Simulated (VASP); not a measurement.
# V (Im-3m) in VASP: notebook

Runs on V. Level: PBE. Tasks: single point.

Everything below comes from runs of VASP 6.6.1. Logs are shortened: lines on timing, memory, paths and dates and some standing lists are left out, and cuts for length are marked.

## (1) The cell of the first run

Symmetry: Im-3m, No. 229, cubic system. Conventional cell: a = 2.998 Å, b = 2.998 Å, c = 2.998 Å, α = 90.00°, β = 90.00°, γ = 90.00°. V (site symmetry m-3m) has 14 V at 2.60 to 3.00 Å within 3.4 Å.

## (2) Single point, PBE

Contents of INCAR:

```
SYSTEM = V
PREC = Accurate
ENCUT = 520
EDIFF = 1E-7
ISMEAR = -1
SIGMA = 0.1
LREAL = .False.
LASPH = .True.
NELM = 80
ALGO = Normal
ISIF = 2
LWAVE = .False.
LCHARG = .False.
GGA = PE
NBANDS = 12
```

Contents of KPOINTS:

```
regular mesh
0
Gamma
  9 9 9
  0 0 0
```

Contents of POSCAR:

```
V
1.0
   -1.4991761207      1.4991761207      1.4991761207
    1.4991761207     -1.4991761207      1.4991761207
    1.4991761207      1.4991761207     -1.4991761207
V
1
Direct
    0.0000000000      0.0000000000      0.0000000000
```

Potentials or basis: VASP PAW PBE potentials, release 64 (V_sv).

Run with:

```console
$ cat potpaw_PBE.64/V_sv/POTCAR > POTCAR
$ mpirun -np 1 vasp_std > vasp.out
```

OUTCAR:

```text
SYSTEM = V
   PREC = Accurate
   ENCUT = 520
   EDIFF = 1E-7
   ISMEAR = -1
   LREAL = .False.
   LASPH = .True.
   NELM = 80
   ISIF = 2
   GGA = PE

 ion  position               nearest neighbor table
   1  0.000  0.000  0.000-

  LATTYP: Found a body centered cubic cell.
 ALAT       =     2.9983522414

  Lattice vectors:

 A1 = (  -1.4991761207,   1.4991761207,   1.4991761207)
 A2 = (   1.4991761207,  -1.4991761207,   1.4991761207)
 A3 = (   1.4991761207,   1.4991761207,  -1.4991761207)

Analysis of symmetry for initial positions (statically):
=====================================================================
 Subroutine PRICEL returns:
 Original cell was already a primitive cell.

 Routine SETGRP: Setting up the symmetry group for a
 body centered cubic supercell.

 Subroutine GETGRP returns: Found 48 space group operations
 (whereof 48 operations were pure point group operations)
 out of a pool of 48 trial point group operations.

The static configuration has the point symmetry O_h .

Analysis of symmetry for dynamics (positions and initial velocities):
=====================================================================
 Subroutine PRICEL returns:
 Original cell was already a primitive cell.

 Routine SETGRP: Setting up the symmetry group for a
 body centered cubic supercell.

 Subroutine GETGRP returns: Found 48 space group operations
 (whereof 48 operations were pure point group operations)
 out of a pool of 48 trial point group operations.

The dynamic configuration has the point symmetry O_h .

 Subroutine INISYM returns: Found 48 space group operations
 (whereof 48 operations are pure point group operations),
 and found     1 'primitive' translations

----------------------------------------------------------------------------------------

                                     Primitive cell

  volume of cell :      13.4778

  direct lattice vectors                    reciprocal lattice vectors
    -1.499176121  1.499176121  1.499176121     0.000000000  0.333516518  0.333516518
     1.499176121 -1.499176121  1.499176121     0.333516518  0.000000000  0.333516518
     1.499176121  1.499176121 -1.499176121     0.333516518  0.333516518  0.000000000

  length of vectors
     2.596649211  2.596649211  2.596649211     0.471663583  0.471663583  0.471663583

  position of ions in fractional coordinates (direct lattice)
     0.000000000  0.000000000  0.000000000

  ion indices of the primitive-cell ions
   primitive index   ion index
                 1           1

----------------------------------------------------------------------------------------

 KPOINTS: regular mesh

Automatic generation of k-mesh.
 Grid dimensions read from file:
 generate k-points for:    9    9    9

 Generating k-lattice:

  Cartesian coordinates                     Fractional coordinates (reciprocal lattice)
     0.000000000  0.037057391  0.037057391     0.111111111  0.000000000  0.000000000
     0.037057391  0.000000000  0.037057391     0.000000000  0.111111111  0.000000000
     0.037057391  0.037057391  0.000000000     0.000000000  0.000000000  0.111111111

  Length of vectors
     0.052407065  0.052407065  0.052407065

  Shift w.r.t. Gamma in fractional coordinates (k-lattice)
     0.000000000  0.000000000  0.000000000

 Subroutine IBZKPT returns following result:
 ===========================================

 Found     35 irreducible k-points:

 Following reciprocal coordinates:
            Coordinates               Weight
  0.000000  0.000000  0.000000      1.000000
  0.111111  0.000000  0.000000     12.000000
  0.222222  0.000000  0.000000     12.000000
  0.333333  0.000000  0.000000     12.000000
  0.444444  0.000000  0.000000     12.000000
  0.111111  0.111111  0.000000     24.000000
[... 16 lines left out ...]
 -0.333333  0.444444  0.111111     48.000000
 -0.444444 -0.444444  0.111111     24.000000
 [... further k-points ...]
   k-points           NKPTS =     35   k-points in BZ     NKDIM =     35   number of bands    NBANDS=     12
   number of dos      NEDOS =    301   number of ions     NIONS =      1
   total plane-waves  NPLWV =   8000
   dimension x,y,z NGX =    20 NGY =   20 NGZ =   20
   dimension x,y,z NGXF=    40 NGYF=   40 NGZF=   40
   ions per type =               1
   NGX,Y,Z   is equivalent  to a cutoff of  12.80, 12.80, 12.80 a.u.
   NGXF,Y,Z  is equivalent  to a cutoff of  25.61, 25.61, 25.61 a.u.
 SYSTEM =  V
   PREC   = accura    normal or accurate (medium, high low for compatibility)
   ISTART =      0    job   : 0-new  1-cont  2-samecut
   ICHARG =      2    charge: 1-file 2-atom 10-const
   ISPIN  =      1    spin polarized calculation?
   LNONCOLLINEAR =      F non collinear calculations
   LSORBIT =      F    spin-orbit coupling
   LASPH  =      T    aspherical Exc in radial PAW
   ENCUT  =  520.0 eV  38.22 Ry    6.18 a.u.   4.83  4.83  4.83*2*pi/ulx,y,z
   NELM   =     80;   NELMIN=  2; NELMDL= -5     # of ELM steps
   EDIFF  = 0.1E-06   stopping-criterion for ELM
   LREAL  =      F    real-space projection
   EDIFFG = 0.1E-05   stopping-criterion for IOM
   NSW    =      0    number of steps for IOM
   IBRION =     -1    ionic relax: 0-MD 1-quasi-New 2-CG
   NFREE  =      0    steps in history (QN), initial steepest desc. (CG)
   ISIF   =      2    stress and relaxation
   ISYM   =      2    0-nonsym 1-usesym 2-fastsym
   POTIM  = 0.5000    time-step for ionic-motion
   TEBEG  =    0.0;   TEEND  =   0.0 temperature during run
   PSTRESS=    0.0 pullay stress
   NELECT =      13.0000    total number of electrons
   NUPDOWN=      -1.0000    fix difference up-down
   EMIN   =  10.00;   EMAX   =-10.00  energy-range for DOS
   EFERMI =   0.00;   METHOD = LEGACY
   ISMEAR =    -1;   SIGMA  =   0.10  broadening in eV -4-tet -1-fermi 0-gaus
   EFERMI_NEDOS =   21; number of points for ismear=-14 and -15
   IALGO  =     38    algorithm
   IMIX   =      4    mixing-type and parameters
     AMIX     =   0.40;   BMIX     =  1.00
     AMIX_MAG =   1.60;   BMIX_MAG =  1.00
  volume/ion in A,a.u.               =      13.48        90.95
  Fermi-wavevector in a.u.,A,eV,Ry     =   1.617521  3.056672 35.597938  2.616375
  Thomas-Fermi vector in A             =   2.711933
   LORBIT       =      0    0 simple, 1 ext, 2 COOP (PROOUT), +10 PAW based schemes
   GGA     = PE    functional components
   LHFCALC =     F    Hartree Fock is set to
   AEXX    =    0.0000 exact exchange contribution
   IVDW    =     0    specifies the selected vdW correction
   LEPSILON=     F    determine dielectric tensor
   LRPA    =     F    only Hartree local field effects (RPA)
 non-spin polarized calculation
  energy-cutoff  :      520.00
  volume of cell :       13.48
 maximum number of plane-waves:       376
   NGX =  9   NGY =  9   NGZ =  9

 number of electron      12.9999990 magnetization

 Free energy of the ion-electron system (eV)
  ---------------------------------------------------
  ext. energy  EPLUGINS =         0.00000000
  ---------------------------------------------------
  free energy    TOTEN  =        -9.01986334 eV

  energy without entropy =       -8.96128248  energy(sigma->0) =       -8.99057291

 E-fermi :   9.7543     XC(G=0): -12.8996

 val. band max:        9.7261780677   @ k =   0.1111   0.1111   0.0000
 cond. band min:       9.7549671992   @ k =  -0.2222   0.2222   0.1111
 fundamental gap:      0.0287891314
 Fermi energy:         9.7542594964

 k-point     1 :       0.0000    0.0000    0.0000
  band No.  band energies     occupation
      1     -54.0048      2.00000
      2     -27.3072      2.00000
      3     -27.3072      2.00000
      4     -27.3072      2.00000
      5       3.1147      2.00000
      6      10.1221      0.04926
      7      10.1221      0.04926
      8      10.1221      0.04926
      9      12.1315      0.00000
     10      12.1315      0.00000
     11      30.1808      0.00000
     12      30.1808      0.00000

 k-point     2 :       0.1111    0.0000    0.0000
  band No.  band energies     occupation
      1     -53.9820      2.00000
      2     -27.4165      2.00000
      3     -27.3406      2.00000
      4     -27.3079      2.00000
      5       3.6044      2.00000
      6       9.9179      0.32600
      7      10.0611      0.08889
      8      10.4724      0.00152
      9      11.9249      0.00000
     10      12.1470      0.00000
     11      29.2891      0.00000
     12      30.0179      0.00000

 k-point     3 :       0.2222    0.0000    0.0000
  band No.  band energies     occupation
      1     -53.9240      2.00000
      2     -27.6880      2.00000
      3     -27.4245      2.00000
      4     -27.3099      2.00000
      5       4.8873      2.00000
      6       9.4331      1.92253
      7       9.7605      0.96876
      8      11.4321      0.00000
      9      11.7776      0.00000
     10      12.2155      0.00000
     11      26.6651      0.00000
     12      28.7393      0.00000

 k-point     4 :       0.3333    0.0000    0.0000
  band No.  band energies     occupation
      1     -53.8573      2.00000
      2     -27.9880      2.00000
      3     -27.5187      2.00000
      4     -27.3123      2.00000
      5       6.1822      2.00000
      6       8.9292      1.99948
      7       9.8373      0.60731
      8      11.9726      0.00000
      9      12.3488      0.00000
     10      12.6972      0.00000
     11      23.1555      0.00000
     12      26.9027      0.00000

 k-point     5 :       0.4444    0.0000    0.0000
  band No.  band energies     occupation
      1     -53.8134      2.00000
      2     -28.1792      2.00000
      3     -27.5795      2.00000
      4     -27.3138      2.00000
      5       6.5280      2.00000
      6       8.6229      1.99998
      7      11.0212      0.00001
      8      12.1364      0.00000
      9      12.4723      0.00000
     10      13.6755      0.00000
     11      20.3350      0.00000
     12      25.7392      0.00000

 k-point     6 :       0.1111    0.1111    0.0000
  band No.  band energies     occupation
      1     -53.9416      2.00000
      2     -27.6023      2.00000
      3     -27.3794      2.00000
      4     -27.3336      2.00000
      5       4.5051      2.00000
      6       9.6602      1.43853
      7       9.7262      1.13949
      8      11.1956      0.00000
      9      11.6735      0.00000
     10      12.2608      0.00000
     11      27.9000      0.00000
     12      28.8489      0.00000

 k-point     7 :       0.2222    0.1111    0.0000
  band No.  band energies     occupation
      1     -53.8792      2.00000
      2     -27.8642      2.00000
      3     -27.4820      2.00000
      4     -27.3458      2.00000
      5       5.9215      2.00000
      6       9.1480      1.99536
      7       9.3925      1.94769
      8      11.6880      0.00000
      9      12.3642      0.00000
     10      12.5063      0.00000
     11      25.0298      0.00000
     12      26.9395      0.00000

 k-point     8 :       0.3333    0.1111    0.0000
  band No.  band energies     occupation
      1     -53.8238      2.00000
      2     -28.0842      2.00000
      3     -27.5821      2.00000
      4     -27.3505      2.00000
      5       6.7656      2.00000
      6       8.7592      1.99990
      7       9.8420      0.58740
      8      11.9738      0.00000
      9      12.5775      0.00000
     10      13.8512      0.00000
     11      21.6012      0.00000
     12      25.5526      0.00000
[... 166 lines left out ...]
 k-point    20 :      -0.3333    0.3333    0.1111
  band No.  band energies     occupation
      1     -53.8398      2.00000
      2     -27.9673      2.00000
      3     -27.5569      2.00000
      4     -27.3901      2.00000
      5       6.5424      2.00000
      6       9.2998      1.97898
      7       9.4181      1.93297
      8      11.4712      0.00000
      9      12.6172      0.00000
     10      12.9240      0.00000
     11      23.3999      0.00000
     12      27.0114      0.00000

 k-point    21 :      -0.2222    0.3333    0.1111
  band No.  band energies     occupation
      1     -53.8461      2.00000
      2     -27.8690      2.00000
      3     -27.5657      2.00000
      4     -27.4408      2.00000
      5       6.5156      2.00000
      6       9.1453      1.99548
      7       9.7936      0.80573
      8      10.9891      0.00001
      9      12.2279      0.00000
     10      13.0552      0.00000
     11      25.4107      0.00000
     12      25.8560      0.00000

 k-point    22 :      -0.4444    0.4444    0.1111
  band No.  band energies     occupation
      1     -53.7974      2.00000
      2     -28.1478      2.00000
      3     -27.6190      2.00000
      4     -27.3877      2.00000
      5       6.8720      2.00000
      6       9.0173      1.99874
      7       9.8190      0.68693
      8      11.7001      0.00000
      9      13.6232      0.00000
     10      13.8410      0.00000
     11      20.3726      0.00000
     12      26.0878      0.00000

 k-point    23 :      -0.3333    0.4444    0.1111
  band No.  band energies     occupation
      1     -53.7947      2.00000
      2     -28.0411      2.00000
      3     -27.6781      2.00000
      4     -27.4469      2.00000
      5       7.3426      2.00000
      6       8.7447      1.99992
      7       9.5497      1.77091
      8      11.4657      0.00000
      9      12.8708      0.00000
     10      14.5096      0.00000
     11      21.9578      0.00000
     12      24.3720      0.00000

 k-point    24 :      -0.4444   -0.4444    0.1111
  band No.  band energies     occupation
      1     -53.7743      2.00000
      2     -28.1092      2.00000
      3     -27.7240      2.00000
      4     -27.4463      2.00000
      5       7.3897      2.00000
      6       9.0943      1.99728
      7       9.1928      1.99273
      8      11.6084      0.00000
      9      13.2599      0.00000
     10      15.9135      0.00000
     11      19.7695      0.00000
     12      23.8134      0.00000

 [... further k-points ...]
[... 5 lines left out ...]
  --------------------------------------------------------------------------------------
  -------------------------------------------------------------------------------------
  Total        0.0087124      0.0087124      0.0087124     -0.0000000     -0.0000000     -0.0000000
  in kB        1.0356902      1.0356902      1.0356902     -0.0000000     -0.0000000     -0.0000000
  external PRESSURE =       1.0356902 kB  Pullay stress =       0.0000000 kB

 VOLUME and BASIS-vectors are now :
 -----------------------------------------------------------------------------
  energy-cutoff  :      520.00
  volume of cell :       13.48
      direct lattice vectors                 reciprocal lattice vectors
    -1.499176121  1.499176121  1.499176121     0.000000000  0.333516518  0.333516518
     1.499176121 -1.499176121  1.499176121     0.333516518  0.000000000  0.333516518
     1.499176121  1.499176121 -1.499176121     0.333516518  0.333516518  0.000000000

 POSITION                                       TOTAL-FORCE (eV/Angst)
 -----------------------------------------------------------------------------------
      0.00000      0.00000      0.00000         0.000000      0.000000     -0.000000
 -----------------------------------------------------------------------------------
    total drift:                                0.000000     -0.000000      0.000000

  FREE ENERGIE OF THE ION-ELECTRON SYSTEM (eV)
  ---------------------------------------------------
  free  energy   TOTEN  =        -9.0198633406 eV

  energy  without entropy=       -8.9612824765  energy(sigma->0) =       -8.99057291
```

It took 12 s on 1 thread of AMD EPYC 7R43 (Zen 3), shared host; peak memory 0.08 GiB.

What came out:

```yaml
Free_energy: -9.0199 eV
Pressure: 0.1 GPa
```

Levels at points of the mesh, in eV from the Fermi level:
| k point | band 3 | band 4 | band 5 | band 6 | band 7 | band 8 | band 9 | band 10 |
| --- | --- | --- | --- | --- | --- | --- | --- | --- |
| (0.00, 0.00, 0.00) | -37.06 | -37.06 | -6.64 | 0.37 | 0.37 | 0.37 | 2.38 | 2.38 |

(Continued in part 2 of 3.)
